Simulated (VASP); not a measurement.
TaN, 2 atoms in the cell. Symmetry: P-6m2, No. 187, hexagonal system. Conventional cell: a = 2.976 Å, b = 2.976 Å, c = 2.902 Å, α = 90.00°, β = 90.00°, γ = 120.00°. Within 3.0 Å of Ta (site symmetry -6m2) lie 6 N at 2.25 Å and 8 Ta at 2.90 to 2.98 Å. N (site symmetry -6m2) has 6 Ta at 2.25 Å and 8 N at 2.90 to 2.98 Å within 3.0 Å. 

```yaml
Program: VASP 6.6.1
Task: single point
Functional: PBE
Potentials_or_basis: VASP PAW PBE potentials, release 64 (Ta_pv, N)
Cutoff: 520 eV
k_mesh: 10 × 10 × 9
Occupations: fermi-dirac, width 0.05 eV
Spin: no spin polarisation
Hubbard_terms: Ta d U = 6.0 eV
Dipole_correction: no
Further_INCAR_settings: ALGO = Normal; EDIFF = 1e-06; NBANDS = 15
```

Potentials or basis: VASP PAW PBE potentials, release 64 (Ta_pv, N).

Command:

```sh
$ cat potpaw_PBE.64/Ta_pv/POTCAR potpaw_PBE.64/N/POTCAR > POTCAR
$ mpirun -np 1 vasp_std > vasp.out
```

Hardware: 1 thread of Intel(R) Xeon(R) Platinum 8259CL CPU @ 2.50GHz (Skylake/Cascade Lake), on a shared host.

Q: Estimate the wall time of this run.

A: It took 18 s on 1 thread of Intel(R) Xeon(R) Platinum 8259CL CPU @ 2.50GHz (Skylake/Cascade Lake) (shared host), peak memory 0.15 GiB. Counts: scf iterations 14, k points 70.
